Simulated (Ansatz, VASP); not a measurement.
**Al in VASP and in Ansatz**

File INCAR:

```
SYSTEM = Al
  PREC = Accurate
  ENCUT = 520
  EDIFF = 1E-6
  ISMEAR = 0
  SIGMA = 0.15
  LREAL = .False.
  LASPH = .True.
  NELM = 80
  ALGO = Normal
  ISIF = 2
  LWAVE = .False.
  LCHARG = .False.
  GGA = PS
  NBANDS = 10
```

KPOINTS

```
regular mesh
0
Gamma
  18 18 10
  0 0 0
```

The input POSCAR:

```
Al
1.0
    3.0492000000      0.0000000000      0.0000000000
   -1.5246000000      2.6406846612      0.0000000000
    0.0000000000      0.0000000000      5.0094000000
Al
2
Direct
    0.6666666667      0.3333333333      0.7500000000
    0.3333333333      0.6666666667      0.2500000000
```

Input for Ansatz:

```yaml
crystal:
  lattice:
    - [3.0492, 0.0, 0.0]
    - [-1.5246, 2.6406846612, 0.0]
    - [0.0, 0.0, 5.0094]
  atoms:
    - { symbol: Al, position: [0.6666666667, 0.3333333333, 0.75] }
    - { symbol: Al, position: [0.3333333333, 0.6666666667, 0.25] }
basis:
  ecutwfc: 420
kpoints:
  mp_grid: { grid: [18, 18, 10] }
hamiltonian:
  xc: pbesol
  pseudopotentials: { kind: paw, azcp: { folder: soft_1 } }
scf:
  occupations: { method: gaussian, width: 0.15 }
output:
  forces: true
  stress: true
  eigenvalues: true
```

Alike in both runs: task single point; functional PBEsol; k mesh 18 × 18 × 10; occupations gaussian, width 0.15 eV; no spin polarisation.

|  | VASP | Ansatz |
| --- | --- | --- |
| version | VASP 6.6.1 | Ansatz 0.2.0 |
| potentials or method | VASP PAW PBE potentials, release 64 (Al), cutoff 520 eV | scalar-relativistic, plane waves, PAW |
| valence electrons in the cell | 6 | 6 |

|  | VASP | Ansatz | Ansatz less VASP |
| --- | --- | --- | --- |
| gap on the k mesh at the Fermi level (eV) | none | none | - |
| pressure (GPa) | -10.2 | -10.2 | -0.03 |

VASP's potentials were made for PBE, not for PBEsol, and Ansatz warns of the same on its side. A gap of «none» marks a metal or a gap that the smearing closes. With one functional, cell and mesh, what is left measures potentials, basis and numerics.
